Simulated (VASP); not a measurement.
Set up this calculation in VASP 6.6.1, as the native input.

- Task: single point
- Functional: PBE
- Potentials or basis: VASP PAW PBE potentials, release 64 (P)
- Cutoff: 520 eV
- k mesh: 17 × 17 × 10
- Occupations: fermi-dirac, width 0.05 eV
- Spin: no spin polarisation
- Dipole correction: no
- Further INCAR settings: ALGO = Normal; EDIFF = 1e-06; NBANDS = 12

The structure of P lies in POSCAR:

```
P
1.0
    2.5028770853      0.0000000000      0.0000000000
   -1.2514385426      2.1675551384      0.0000000000
    0.0000000000      0.0000000000      4.1758258690
P
2
Direct
    0.3333333333      0.6666666667      0.2500000000
    0.6666666667      0.3333333333      0.7500000000
```

This isn't the form of P at room conditions, which is orthorhombic.

One way to write it, as run:

INCAR

```
SYSTEM = P
PREC     = Accurate       ! precision mode
ENCUT    = 520            ! plane-wave cutoff, eV
EDIFF    = 1E-6           ! SCF threshold, eV
ISMEAR   = -1             ! smearing method
SIGMA    = 0.05           ! smearing width, eV
LREAL    = .False.        ! projectors in reciprocal space
LASPH    = .True.         ! aspherical terms in the spheres
NELM     = 100            ! most SCF steps
ALGO     = Normal         ! electronic algorithm
ISIF     = 2              ! what is computed and relaxed
LWAVE    = .False.        ! write WAVECAR
LCHARG   = .True.         ! write CHGCAR
GGA      = PE             ! functional
LELF     = .True.         ! ELF
LVHAR    = .True.       
NBANDS   = 12             ! bands
```

KPOINTS

```
regular mesh
0
Gamma
  17 17 10
  0 0 0
```

Potentials or basis: VASP PAW PBE potentials, release 64 (P).

Run with:

```sh
$ cat potpaw_PBE.64/P/POTCAR > POTCAR
$ mpirun -np 1 vasp_std > vasp.out
```

It gave:

```json
{
  "Pressure": "35.7 GPa",
  "Band gap on the k mesh": "zero (bands 5 and 6 overlap by 13.88 eV)"
}
```

Caveat: the cell stands under pressure.

It took 26 s on 1 thread of Intel(R) Xeon(R) Platinum 8488C (Sapphire Rapids), with other jobs on the host, peak memory 0.16 GiB.
